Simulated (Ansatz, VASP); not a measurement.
## W in VASP and in Ansatz

```xyz
1
Lattice="-1.5823 1.5823 1.5823 1.5823 -1.5823 1.5823 1.5823 1.5823 -1.5823" Properties=species:S:1:pos:R:3 pbc="T T T"
W     0.0000    0.0000    0.0000
```

Alike in both runs: task single point; functional PBE; k mesh 12 × 12 × 12; occupations gaussian, width 0.021 eV; no spin polarisation.

|  | VASP | Ansatz |
| --- | --- | --- |
| version | VASP 6.6.1 | Ansatz 0.2.0 |
| potentials or method | VASP PAW PBE potentials, release 64 (W_sv), cutoff 520 eV | all-electron LAPW, scalar-relativistic |

Ansatz gave:

- gap on the k mesh at the Fermi level (eV): none
- pressure (GPa): 6.1

Question: Estimate VASP's values.

Answer: gap on the k mesh at the Fermi level (eV): none; pressure (GPa): 6.7.

A gap of «none» marks a metal or a gap that the smearing closes. Ansatz ran all-electron here, and VASP with PAW potentials.

Neither program's run includes spin-orbit coupling.
